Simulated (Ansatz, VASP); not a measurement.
# One calculation of ScSbTe3, two programs

Contents of INCAR:

```
SYSTEM = ScSbTe3
PREC     = Accurate       ! precision mode
ENCUT    = 520            ! plane-wave cutoff, eV
EDIFF    = 1E-6           ! SCF threshold, eV
ISMEAR   = 0              ! smearing method
SIGMA    = 0.1            ! smearing width, eV
LREAL    = .FALSE.        ! projectors in reciprocal space
LASPH    = .TRUE.         ! aspherical terms in the spheres
NELM     = 150            ! most SCF steps
ALGO     = Normal         ! electronic algorithm
ISIF     = 2              ! what is computed and relaxed
LWAVE    = .FALSE.        ! write WAVECAR
LCHARG   = .FALSE.        ! write CHGCAR
ISPIN    = 2              ! spin polarisation
MAGMOM   = 1 0 0 0 0      ! initial moments
LORBIT   = 11             ! projections on sites
LMAXMIX  = 4              ! l up to which the mixer works
GGA      = PE             ! functional
NBANDS   = 29             ! bands
```

KPOINTS

```
regular mesh
0
G
  4 4 2
  0 0 0
```

The input POSCAR:

```
ScSbTe3
1.0
    3.9961593288      0.0000000000      0.0000000000
    0.0000000000      3.9961593288      0.0000000000
    0.0000000000      0.0000000000     10.1757258328
Sc Sb Te
1 1 3
Direct
    0.5000000000      0.5000000000      0.5000000000
    0.5000000000      0.5000000000      0.0000000000
    0.0000000000      0.0000000000      0.5000000000
    0.0000000000      0.0000000000      0.8357994345
    0.0000000000      0.0000000000      0.1642005655
```

Input for Ansatz:

```yaml
crystal:
  lattice:
    - [3.9961593288, 0.0, 0.0]
    - [0.0, 3.9961593288, 0.0]
    - [0.0, 0.0, 10.1757258328]
  atoms:
    - { symbol: Sc, position: [0.5, 0.5, 0.5], spin: 1.0 }
    - { symbol: Sb, position: [0.5, 0.5, 0.0] }
    - { symbol: Te, position: [0.0, 0.0, 0.5] }
    - { symbol: Te, position: [0.0, 0.0, 0.8357994345] }
    - { symbol: Te, position: [0.0, 0.0, 0.1642005655] }
basis:
  ecutwfc: 420
kpoints:
  mp_grid: { grid: [4, 4, 2] }
hamiltonian:
  xc: pbe
scf:
  occupations: { method: gaussian, width: 0.1 }
  lower_state_search: "off"
output:
  forces: true
  stress: true
  eigenvalues: true
  populations: true
magnetization:
  spin_polarized: true
```

Alike in both runs: task single point; functional PBE; k mesh 4 × 4 × 2; occupations gaussian, width 0.1 eV; collinear spin.

|  | VASP | Ansatz |
| --- | --- | --- |
| version | VASP 6.6.1 | Ansatz 0.2.0 |
| potentials or method | VASP PAW PBE potentials, release 64 (Sc_sv, Sb, Te), cutoff 520 eV | scalar-relativistic, plane waves, PAW |
| valence electrons in the cell | 34 | 74 |

VASP gave:

```
gap on the k mesh at the Fermi level (eV)                     : none
pressure (GPa)                                                : 0.3
traceless stress, the component that is largest in VASP (GPa) : -0.19
net moment per atom (μB)                                      : 0.09
size of the moment on the site where the two differ most (μB) : 0.29
```

Problem. What did Ansatz give for the same quantities?

Solution. gap on the k mesh at the Fermi level (eV): none; pressure (GPa): 0.3; traceless stress, the component that is largest in VASP (GPa): -0.15; net moment per atom (μB): 0.09; size of the moment on the site where the two differ most (μB): 0.27.

Site moments also hang on the region over which each program counts them. A gap of «none» marks a metal or a gap that the smearing closes. VASP's potentials hold 34 valence electrons a cell and Ansatz's 74, so a difference there can come from the potentials and not from the codes.

The k mesh is coarse, so the values compare programs but aren't converged. Neither program's run includes spin-orbit coupling.
